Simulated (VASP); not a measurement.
## HfOs: relaxation of cell and atoms with LDA

Crystal: HfOs.

```
Hf Os
1.0
     3.23900    0.00000    0.00000
     0.00000    3.23900    0.00000
     0.00000    0.00000    3.23900
Hf Os
1 1
Cartesian
  0.0000 0.0000 0.0000
  1.6195 1.6195 1.6195
```

* Program: VASP 6.6.1
* Task: relaxation of cell and atoms
* Functional: LDA
* Potentials or basis: VASP PAW LDA potentials, release 64 (Hf_pv, Os)
* Cutoff: 600 eV
* k mesh: 7 × 7 × 7
* Occupations: methfessel-paxton, width 0.1 eV
* Spin: no spin polarisation
* Dipole correction: no
* Further INCAR settings: ALGO = Normal; EDIFF = 1e-06; IBRION = 2; EDIFFG = -0.02; NSW = 80; ISIF = 3

```
Relaxed volume                        : 16.42 Å³/atom
Relaxed cell                          : a = 3.202 Å, b = 3.202 Å, c = 3.202 Å, α = 90.00°, β = 90.00°, γ = 90.00°
Space group after relaxing (to 0.1 Å) : Pm-3m (No. 221)
Energy gained by relaxing             : 15.6 meV/atom
Ionic steps                           : 4
Pressure after relaxing               : -0.1 GPa
Band gap on the k mesh                : zero (bands 9 and 10 overlap by 0.54 eV)
```

Step by step:
| step | energy change (eV) | largest force (eV/Å) | pressure (GPa) | volume (Å³) |
| --- | --- | --- | --- | --- |
| 1 | 0.0000 | 0.0000 | -8.36 | 33.98 |
| 2 | 0.2377 | 0.0000 | 30.66 | 29.80 |
| 3 | -0.0311 | 0.0000 | -0.47 | 32.88 |
| 4 | -0.0311 | 0.0000 | -0.06 | 32.83 |

Final structure:
```
Hf Os
1.0
     3.20204    0.00000    0.00000
     0.00000    3.20204    0.00000
     0.00000    0.00000    3.20204
Hf Os
1 1
Direct
  0.00000 0.00000 0.00000
  0.50000 0.50000 0.50000
```

Levels at points of the mesh, in eV from the Fermi level:
```csv
k point,band 6,band 7,band 8,band 9,band 10,band 11,band 12,band 13
"(0.00, 0.00, 0.00)",-5.38,-1.45,-1.45,-1.45,2.70,2.70,6.42,6.42
```

Wall time 24 s on 1 thread of Intel(R) Xeon(R) Platinum 8488C (Sapphire Rapids), on a shared host, peak memory 0.15 GiB.

Caveat: spin-orbit coupling is left out, which moves the levels of the heavy elements. LDA usually gives volumes a few per cent too small.
